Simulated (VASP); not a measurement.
The system is HfH6.

```
Hf H
1.0
     3.80562    0.00000    0.00000
     0.00000    3.80562    0.00000
     0.00000    0.00000    3.80562
Hf H
1 6
Direct
  0.00000 0.00000 0.00000
  0.38181 0.00000 0.00000
  0.61819 0.00000 0.00000
  0.00000 0.38181 0.00000
  0.00000 0.61819 0.00000
  0.00000 0.00000 0.38181
  0.00000 0.00000 0.61819
```

| Quantity | Value |
| --- | --- |
| Program | VASP 6.6.1 |
| Task | relaxation of cell and atoms |
| Functional | PBE |
| Potentials or basis | VASP PAW PBE potentials, release 64 (Hf_pv, H) |
| Cutoff | 600 eV |
| k mesh | 4 × 4 × 4 |
| Occupations | gaussian, width 0.1 eV |
| Spin | no spin polarisation |

At the start: pressure 61.4 GPa; volume 7.87 Å³/atom.

**Question.** How do energy, volume and symmetry change on relaxing?

**Answer.** Over 12 steps the energy falls by 1428.1 meV/atom and the volume is 19.45 Å³/atom (+147.0 %); space group Pm-3m (No. 221, to 0.05 Å).

The path:
```
step  energy change (eV)  largest force (eV/Å)  pressure (GPa)  volume (Å³)
   1              0.0000                7.8350           61.43        55.12
   2            142.2361              508.3367          161.55        82.88
   3             -2.2788                4.3230           55.23        55.69
   4             -2.5535                3.8529           53.77        56.07
   5             -4.0878                4.7931           42.02        61.40
   6             -4.1538                2.7810           43.06        60.39
   7             -7.8531                0.7834           11.36        86.12
   8             -8.7978                0.0302           10.22       100.69
   9             -9.9880                0.1433            0.47       134.58
  10             -9.9925                0.1051           -0.17       137.53
  11             -9.9956                0.0568           -0.04       136.80
  12             -9.9965                0.0141            0.09       136.16
```

Final structure:
```xyz
7
Lattice="5.1445 0.0000 0.0000 0.0000 5.1445 0.0000 0.0000 0.0000 5.1445" Properties=species:S:1:pos:R:3 pbc="T T T"
Hf    0.0000    0.0000    0.0000
H     2.0310    0.0000    0.0000
H     3.1135    0.0000    0.0000
H     0.0000    2.0310    0.0000
H     0.0000    3.1135    0.0000
H     0.0000    0.0000    2.0310
H     0.0000    0.0000    3.1135
```

Caveat: the k points lie up to 0.31 Å⁻¹ apart in the final cell; the volume moved by over 15 % at a fixed basis, so the end points are rough.
